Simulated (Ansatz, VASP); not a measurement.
**Sn: VASP beside Ansatz**

INCAR

```
SYSTEM = Sn
PREC     = Accurate       ! precision mode
ENCUT    = 600            ! plane-wave cutoff, eV
EDIFF    = 1E-6           ! SCF threshold, eV
ISMEAR   = -1             ! smearing method
SIGMA    = 0.05           ! smearing width, eV
LREAL    = .False.        ! projectors in reciprocal space
LASPH    = .True.         ! aspherical terms in the spheres
NELM     = 100            ! most SCF steps
ALGO     = Normal         ! electronic algorithm
ISIF     = 3              ! what is computed and relaxed
LWAVE    = .False.        ! write WAVECAR
LCHARG   = .False.        ! write CHGCAR
GGA      = B5             ! functional
ALDAX    = 1.0          
AGGAX    = 1.0          
AGGAC    = 1.0          
ALDAC    = 0.0          
IVDW     = 13             ! dispersion correction
VDW_S6   = 1.0          
VDW_S8   = 2.34076671   
VDW_A1   = 0.44488865   
VDW_A2   = 4.0933009    
IBRION   = 2              ! ionic algorithm
NSW      = 80             ! ionic steps
EDIFFG   = -0.005         ! ionic threshold
```

The input KPOINTS:

```
Automatic mesh
0
Gamma
  11 11 11
  0 0 0
```

Contents of POSCAR:

```
Sn
1.0
   -1.7265390000      1.7755470000      2.3383420000
    1.7265390000     -1.7755470000      2.3383420000
    1.7265390000      1.7755470000     -2.3383420000
Sn
1
Direct
    0.0000000000      0.0000000000      0.0000000000
```

Contents of input.yaml:

```yaml
crystal:
  lattice:
    - [-1.726539, 1.775547, 2.338342]
    - [1.726539, -1.775547, 2.338342]
    - [1.726539, 1.775547, -2.338342]
  atoms:
    - { symbol: Sn, position: [0.0, 0.0, 0.0] }
kpoints:
  mp_grid: { grid: [11, 11, 11] }
scf:
  occupations: { method: fermi_dirac, width: 0.05 }
hamiltonian:
  xc: blyp
  dispersion: d4
  pseudopotentials: { kind: all_electron, lapw: { basis_error: 0.001 } }
output:
  forces: true
  stress: true
relax:
  f_tol: 0.005
  max_steps: 60
  cell: {}
```

Alike in both runs: task relaxation of cell and atoms; functional BLYP; dispersion D4; k mesh 11 × 11 × 11; occupations fermi-dirac, width 0.05 eV; no spin polarisation.

|  | VASP | Ansatz |
| --- | --- | --- |
| version | VASP 6.6.1 | Ansatz 0.2.0 |
| potentials or method | VASP PAW PBE potentials, release 64 (Sn_d), cutoff 600 eV | all-electron LAPW, scalar-relativistic |

Ansatz gave:

* relaxed volume (Å³/atom): 28.14
* relaxed cell length with the largest relative difference (Å): 3.399

Task: Estimate VASP's values.

Result: Relaxed volume (Å³/atom): 28.19; relaxed cell length with the largest relative difference (Å): 3.401.

VASP's potentials were made for PBE, not for BLYP. Ansatz ran all-electron here, and VASP with PAW potentials.
